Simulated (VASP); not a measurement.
# Pb in VASP: single point with PBE

Aim: the single point of Pb with PBE.

Everything below comes from runs of VASP 6.6.1. Logs are shortened: lines on timing, memory, paths and dates and some standing lists are left out, and cuts for length are marked.

### Step 1. The cell of the first run

The cell holds a slab with vacuum, 16 atoms: a = 7.000 Å, b = 7.000 Å, c = 18.425 Å, α = 90.00°, β = 90.00°, γ = 90.00°.

### Step 2. Single point, PBE

Contents of INCAR:

```
PREC = Accurate
ENCUT = 520
EDIFF = 1E-6
ISMEAR = -1
SIGMA = 0.15
LREAL = Auto
LASPH = T
NELM = 80
ALGO = Normal
ISIF = 2
LWAVE = F
LCHARG = F
GGA = PE
NBANDS = 126
```

Contents of KPOINTS:

```
Automatic mesh
0
Gamma
  2 2 1
```

Contents of POSCAR:

```
Pb
1.0
    7.0003570000      0.0000000000      0.0000000000
    0.0000000000      7.0003570000      0.0000000000
    0.0000000000      0.0000000000     18.4250000000
Pb
16
Direct
    0.2500000000      0.2500000000      0.0542740750
    0.7500000000      0.2500000000      0.0542740750
    0.2500000000      0.7500000000      0.0542740750
    0.7500000000      0.7500000000      0.0542740750
    0.0000000000      0.0000000000      0.1789252079
    0.5000000000      0.0000000000      0.1789252079
    0.0000000000      0.5000000000      0.1789252079
    0.5000000000      0.5000000000      0.1789252079
    0.2500000000      0.2500000000      0.3252931926
    0.7500000000      0.2500000000      0.3252931926
    0.2500000000      0.7500000000      0.3252931926
    0.7500000000      0.7500000000      0.3252931926
    0.0000000000      0.0000000000      0.4502431235
    0.5000000000      0.0000000000      0.4502431235
    0.0000000000      0.5000000000      0.4502431235
    0.5000000000      0.5000000000      0.4502431235
```

Potentials or basis: VASP PAW PBE potentials, release 64 (Pb_d).

On the command line:

```console
cat potpaw_PBE.64/Pb_d/POTCAR > POTCAR
mpirun -np 1 vasp_std > vasp.out
```

OUTCAR:

```text
PREC = Accurate
   ENCUT = 520
   EDIFF = 1E-6
   ISMEAR = -1
   LREAL = Auto
   LASPH = T
   NELM = 80
   ISIF = 2
   GGA = PE

 ion  position               nearest neighbor table
   1  0.250  0.250  0.054-   5 3.38   6 3.38   7 3.38   8 3.38   2 3.50   3 3.50   3 3.50   2 3.50

   2  0.750  0.250  0.054-   5 3.38   6 3.38   7 3.38   8 3.38   1 3.50   4 3.50   4 3.50   1 3.50

   3  0.250  0.750  0.054-   5 3.38   6 3.38   7 3.38   8 3.38   1 3.50   4 3.50   1 3.50   4 3.50

   4  0.750  0.750  0.054-   5 3.38   6 3.38   7 3.38   8 3.38   2 3.50   3 3.50   2 3.50   3 3.50

   5  0.000  0.000  0.179-   1 3.38   2 3.38   3 3.38   4 3.38   6 3.50   7 3.50   7 3.50   6 3.50
                            11 3.66  12 3.66   9 3.66  10 3.66
   6  0.500  0.000  0.179-   1 3.38   2 3.38   3 3.38   4 3.38   5 3.50   8 3.50   8 3.50   5 3.50
                            11 3.66  12 3.66   9 3.66  10 3.66
   7  0.000  0.500  0.179-   1 3.38   2 3.38   3 3.38   4 3.38   5 3.50   8 3.50   5 3.50   8 3.50
                            11 3.66  12 3.66   9 3.66  10 3.66
   8  0.500  0.500  0.179-   1 3.38   2 3.38   3 3.38   4 3.38   6 3.50   7 3.50   6 3.50   7 3.50
                            11 3.66  12 3.66   9 3.66  10 3.66
   9  0.250  0.250  0.325-  13 3.38  14 3.38  15 3.38  16 3.38  10 3.50  11 3.50  11 3.50  10 3.50
                             5 3.66   6 3.66   7 3.66   8 3.66
  10  0.750  0.250  0.325-  13 3.38  14 3.38  15 3.38  16 3.38   9 3.50  12 3.50  12 3.50   9 3.50
                             5 3.66   6 3.66   7 3.66   8 3.66
  11  0.250  0.750  0.325-  13 3.38  14 3.38  15 3.38  16 3.38   9 3.50  12 3.50   9 3.50  12 3.50
                             5 3.66   6 3.66   7 3.66   8 3.66
  12  0.750  0.750  0.325-  13 3.38  14 3.38  15 3.38  16 3.38  10 3.50  11 3.50  10 3.50  11 3.50
                             5 3.66   6 3.66   7 3.66   8 3.66
  13  0.000  0.000  0.450-   9 3.38  10 3.38  11 3.38  12 3.38  14 3.50  15 3.50  15 3.50  14 3.50

  14  0.500  0.000  0.450-   9 3.38  10 3.38  11 3.38  12 3.38  13 3.50  16 3.50  16 3.50  13 3.50

  15  0.000  0.500  0.450-   9 3.38  10 3.38  11 3.38  12 3.38  13 3.50  16 3.50  13 3.50  16 3.50

  16  0.500  0.500  0.450-   9 3.38  10 3.38  11 3.38  12 3.38  14 3.50  15 3.50  14 3.50  15 3.50

  LATTYP: Found a simple tetragonal cell.
 ALAT       =     7.0003570000
 C/A-ratio  =     2.6320086247

  Lattice vectors:

 A1 = (   7.0003570000,   0.0000000000,   0.0000000000)
 A2 = (   0.0000000000,   7.0003570000,   0.0000000000)
 A3 = (   0.0000000000,   0.0000000000,  18.4250000000)

Analysis of symmetry for initial positions (statically):
=====================================================================
 Subroutine PRICEL returns following result:

  LATTYP: Found a simple tetragonal cell.
 ALAT       =     3.5001785000
 C/A-ratio  =     5.2640172494

  Lattice vectors:

 A1 = (   3.5001785000,   0.0000000000,   0.0000000000)
 A2 = (   0.0000000000,   3.5001785000,   0.0000000000)
 A3 = (   0.0000000000,   0.0000000000,  18.4250000000)

   4 primitive cells build up your supercell.

 Routine SETGRP: Setting up the symmetry group for a
 simple tetragonal supercell.

 Subroutine GETGRP returns: Found  8 space group operations
 (whereof  8 operations were pure point group operations)
 out of a pool of 16 trial point group operations.

The static configuration has the point symmetry C_4v.

Analysis of symmetry for dynamics (positions and initial velocities):
=====================================================================
 Subroutine PRICEL returns following result:

  LATTYP: Found a simple tetragonal cell.
 ALAT       =     3.5001785000
 C/A-ratio  =     5.2640172494

  Lattice vectors:

 A1 = (   3.5001785000,   0.0000000000,   0.0000000000)
 A2 = (   0.0000000000,   3.5001785000,   0.0000000000)
 A3 = (   0.0000000000,   0.0000000000,  18.4250000000)

   4 primitive cells build up your supercell.

 Routine SETGRP: Setting up the symmetry group for a
 simple tetragonal supercell.

 Subroutine GETGRP returns: Found  8 space group operations
 (whereof  8 operations were pure point group operations)
 out of a pool of 16 trial point group operations.

The dynamic configuration has the point symmetry C_4v.

 Subroutine INISYM returns: Found  8 space group operations
 (whereof  8 operations are pure point group operations),
 and found     4 'primitive' translations

----------------------------------------------------------------------------------------

                                     Primitive cell

  volume of cell :     225.7293

  direct lattice vectors                    reciprocal lattice vectors
     3.500178500  0.000000000  0.000000000     0.285699715  0.000000000  0.000000000
     0.000000000  3.500178500  0.000000000     0.000000000  0.285699715  0.000000000
     0.000000000  0.000000000 18.425000000     0.000000000  0.000000000  0.054274084

  length of vectors
     3.500178500  3.500178500 18.425000000     0.285699715  0.285699715  0.054274084

  position of ions in fractional coordinates (direct lattice)
     0.500000000  0.500000000  0.054274075
     0.000000000  0.000000000  0.178925208
     0.500000000  0.500000000  0.325293193
     0.000000000  0.000000000  0.450243124

  ion indices of the primitive-cell ions
   primitive index   ion index
                 1           1
                 2           5
                 3           9
                 4          13

----------------------------------------------------------------------------------------

 KPOINTS: Automatic mesh

Automatic generation of k-mesh.
 Grid dimensions read from file:
 generate k-points for:    2    2    1

 Generating k-lattice:

  Cartesian coordinates                     Fractional coordinates (reciprocal lattice)
     0.071424929  0.000000000  0.000000000     0.500000000  0.000000000  0.000000000
     0.000000000  0.071424929  0.000000000     0.000000000  0.500000000  0.000000000
     0.000000000  0.000000000  0.054274084     0.000000000  0.000000000  1.000000000

  Length of vectors
     0.071424929  0.071424929  0.054274084

  Shift w.r.t. Gamma in fractional coordinates (k-lattice)
     0.000000000  0.000000000  0.000000000

 Subroutine IBZKPT returns following result:
 ===========================================

 Found      3 irreducible k-points:

 Following reciprocal coordinates:
            Coordinates               Weight
  0.000000  0.000000  0.000000      1.000000
  0.500000  0.000000  0.000000      2.000000
  0.500000  0.500000  0.000000      1.000000
   k-points           NKPTS =      3   k-points in BZ     NKDIM =      3   number of bands    NBANDS=    126
   number of dos      NEDOS =    301   number of ions     NIONS =     16
   total plane-waves  NPLWV = 408240
   dimension x,y,z NGX =    54 NGY =   54 NGZ =  140
   dimension x,y,z NGXF=   108 NGYF=  108 NGZF=  280
   ions per type =              16
   NGX,Y,Z   is equivalent  to a cutoff of  12.82, 12.82, 12.63 a.u.
   NGXF,Y,Z  is equivalent  to a cutoff of  25.65, 25.65, 25.26 a.u.
 SYSTEM =  unknown system
   PREC   = accura    normal or accurate (medium, high low for compatibility)
   ISTART =      0    job   : 0-new  1-cont  2-samecut
   ICHARG =      2    charge: 1-file 2-atom 10-const
   ISPIN  =      1    spin polarized calculation?
   LNONCOLLINEAR =      F non collinear calculations
   LSORBIT =      F    spin-orbit coupling
   LASPH  =      T    aspherical Exc in radial PAW
   ENCUT  =  520.0 eV  38.22 Ry    6.18 a.u.  13.02 13.02 34.26*2*pi/ulx,y,z
   NELM   =     80;   NELMIN=  2; NELMDL= -5     # of ELM steps
   EDIFF  = 0.1E-05   stopping-criterion for ELM
   LREAL  =      T    real-space projection
   EDIFFG = 0.1E-04   stopping-criterion for IOM
   NSW    =      0    number of steps for IOM
   IBRION =     -1    ionic relax: 0-MD 1-quasi-New 2-CG
   NFREE  =      0    steps in history (QN), initial steepest desc. (CG)
   ISIF   =      2    stress and relaxation
   ISYM   =      2    0-nonsym 1-usesym 2-fastsym
   POTIM  = 0.5000    time-step for ionic-motion
   TEBEG  =    0.0;   TEEND  =   0.0 temperature during run
   PSTRESS=    0.0 pullay stress
   NELECT =     224.0000    total number of electrons
   NUPDOWN=      -1.0000    fix difference up-down
   EMIN   =  10.00;   EMAX   =-10.00  energy-range for DOS
   EFERMI =   0.00;   METHOD = LEGACY
   ISMEAR =    -1;   SIGMA  =   0.15  broadening in eV -4-tet -1-fermi 0-gaus
   EFERMI_NEDOS =   21; number of points for ismear=-14 and -15
   IALGO  =     38    algorithm
   IMIX   =      4    mixing-type and parameters
     AMIX     =   0.40;   BMIX     =  1.00
     AMIX_MAG =   1.60;   BMIX_MAG =  1.00
  volume/ion in A,a.u.               =      56.43       380.82
  Fermi-wavevector in a.u.,A,eV,Ry     =   1.028667  1.943899 14.397088  1.058156
  Thomas-Fermi vector in A             =   2.162675
   LORBIT       =      0    0 simple, 1 ext, 2 COOP (PROOUT), +10 PAW based schemes
   GGA     = PE    functional components
   LHFCALC =     F    Hartree Fock is set to
   AEXX    =    0.0000 exact exchange contribution
   IVDW    =     0    specifies the selected vdW correction
   LEPSILON=     F    determine dielectric tensor
   LRPA    =     F    only Hartree local field effects (RPA)
 non-spin polarized calculation
  energy-cutoff  :      520.00
  volume of cell :      902.92
 maximum number of plane-waves:     24348
 NGX is ok and might be reduce to    54
   NGX = 27   NGY = 27   NGZ = 69

 number of electron     223.9999923 magnetization

 Free energy of the ion-electron system (eV)
  ---------------------------------------------------
  ext. energy  EPLUGINS =         0.00000000
  ---------------------------------------------------
  free energy    TOTEN  =       -55.49557766 eV

  energy without entropy =      -54.78796551  energy(sigma->0) =      -55.14177159

 E-fermi :   2.0410     XC(G=0):  -6.2973

 val. band max:        2.0107233919   @ k =   0.5000   0.0000   0.0000
 cond. band min:       2.0616473325   @ k =   0.0000   0.0000   0.0000
 fundamental gap:      0.0509239406
 Fermi energy:         2.0409985040

 k-point     1 :       0.0000    0.0000    0.0000
  band No.  band energies     occupation
      1     -15.1177      2.00000
      2     -15.1086      2.00000
      3     -15.0801      2.00000
      4     -15.0801      2.00000
      5     -15.0245      2.00000
      6     -15.0244      2.00000
[... 116 lines left out ...]
    123       4.0420      0.00000
    124       4.5335      0.00000

 k-point     2 :       0.5000    0.0000    0.0000
  band No.  band energies     occupation
      1     -15.0482      2.00000
      2     -15.0482      2.00000
      3     -15.0422      2.00000
      4     -15.0422      2.00000
      5     -15.0271      2.00000
      6     -15.0271      2.00000
[... 116 lines left out ...]
    123       4.1807      0.00000
    124       4.1809      0.00000

 k-point     3 :       0.5000    0.5000    0.0000
  band No.  band energies     occupation
      1     -15.0167      2.00000
      2     -15.0167      2.00000
      3     -15.0167      2.00000
      4     -15.0167      2.00000
      5     -14.9820      2.00000
      6     -14.9820      2.00000
[... 116 lines left out ...]
    123       3.8717      0.00001
    124       3.8719      0.00001
 [bands above 124 left out]

------------------------ aborting loop because EDIFF is reached ----------------------------------------

  FORCE on cell =-STRESS in cart. coord.  units (eV):
  Direction    XX          YY          ZZ          XY          YZ          ZX
  --------------------------------------------------------------------------------------
  -------------------------------------------------------------------------------------
  Total        1.2708930      1.2708930      0.3191286      0.0000000      0.0000000      0.0000000
  in kB        2.2551305      2.2551305      0.5662763      0.0000000      0.0000000      0.0000000
  external PRESSURE =       1.6921791 kB  Pullay stress =       0.0000000 kB

 VOLUME and BASIS-vectors are now :
 -----------------------------------------------------------------------------
  energy-cutoff  :      520.00
  volume of cell :      902.92
      direct lattice vectors                 reciprocal lattice vectors
     7.000357000  0.000000000  0.000000000     0.142849858  0.000000000  0.000000000
     0.000000000  7.000357000  0.000000000     0.000000000  0.142849858  0.000000000
     0.000000000  0.000000000 18.425000000     0.000000000  0.000000000  0.054274084

 POSITION                                       TOTAL-FORCE (eV/Angst)
 -----------------------------------------------------------------------------------
      1.75009      1.75009      1.00000         0.000000     -0.000000      0.000725
      5.25027      1.75009      1.00000         0.000000      0.000000      0.000725
      1.75009      5.25027      1.00000         0.000000     -0.000000      0.000725
      5.25027      5.25027      1.00000        -0.000000      0.000000      0.000725
      0.00000      0.00000      3.29670         0.000000      0.000000     -0.039602
      3.50018      0.00000      3.29670         0.000000      0.000000     -0.039602
[... 8 lines left out ...]
      0.00000      3.50018      8.29573         0.000000      0.000000     -0.013608
      3.50018      3.50018      8.29573         0.000000      0.000000     -0.013608
 -----------------------------------------------------------------------------------
    total drift:                                0.000000      0.000000      0.028863

  FREE ENERGIE OF THE ION-ELECTRON SYSTEM (eV)
  ---------------------------------------------------
  free  energy   TOTEN  =       -55.4955776584 eV

  energy  without entropy=      -54.7879655132  energy(sigma->0) =      -55.14177159
```

It used 1500 s of CPU time on 1 thread of AMD EPYC 7R13 Processor (Zen 3) (shared host).

What came out:

* Free energy: -55.4956 eV
* Largest force: 0.052 eV/Å
* Band gap on the k mesh: zero (band 112 reaches 2.06 eV, above the bottom of band 113 at 1.82 eV)

Forces in eV/Å, atoms in the order of the input:
```
Pb   0.000  0.000  0.001
Pb   0.000  0.000  0.001
Pb   0.000  0.000  0.001
Pb   0.000  0.000  0.001
Pb   0.000  0.000 -0.040
Pb   0.000  0.000 -0.040
Pb   0.000  0.000 -0.040
Pb   0.000  0.000 -0.040
Pb   0.000  0.000  0.052
Pb   0.000  0.000  0.052
Pb   0.000  0.000  0.052
Pb   0.000  0.000  0.052
Pb   0.000  0.000 -0.014
Pb   0.000  0.000 -0.014
Pb   0.000  0.000 -0.014
Pb   0.000  0.000 -0.014
```

Caveat: the k points lie up to 0.45 Å⁻¹ apart; spin-orbit coupling is left out, which moves the levels of the heavy elements.
